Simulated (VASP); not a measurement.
A run of VASP 6.6.1:

File INCAR:

```
ALGO = Normal
EDIFF = 1E-6
ENCUT = 520
GGA = PS
ISIF = 2
ISMEAR = -1
LASPH = True
LCHARG = False
LREAL = False
LWAVE = False
NBANDS = 33
NELM = 80
PREC = Accurate
SIGMA = 0.05
```

Contents of KPOINTS:

```
k-points
0
Gamma
  10 10 10
```

File POSCAR:

```
TiO2
1.0
   -1.9169989080      1.9169989080      4.8199032318
    1.9169989080     -1.9169989080      4.8199032318
    1.9169989080      1.9169989080     -4.8199032318
Ti O
2 4
Direct
    0.7500000000      0.2500000000      0.5000000000
    0.0000000000      0.0000000000      0.0000000000
    0.7919000000      0.7919000000      0.0000000000
    0.5419000000      0.0419000000      0.5000000000
    0.9581000000      0.4581000000      0.5000000000
    0.2081000000      0.2081000000      0.0000000000
```

Potentials or basis: VASP PAW PBE potentials, release 64 (Ti_sv, O).

Command:

```sh
$ cat potpaw_PBE.64/Ti_sv/POTCAR potpaw_PBE.64/O/POTCAR > POTCAR
$ mpirun -np 1 vasp_std > vasp.out
```

Hardware: 1 thread of Intel(R) Xeon(R) Platinum 8259CL CPU @ 2.50GHz (Skylake/Cascade Lake), with other jobs on the host.

Q: How long does it take, and how much memory?

A: It took 6.9 min on 1 thread of Intel(R) Xeon(R) Platinum 8259CL CPU @ 2.50GHz (Skylake/Cascade Lake) (shared host), peak memory 0.37 GiB. Counts: scf iterations 16, k points 102.
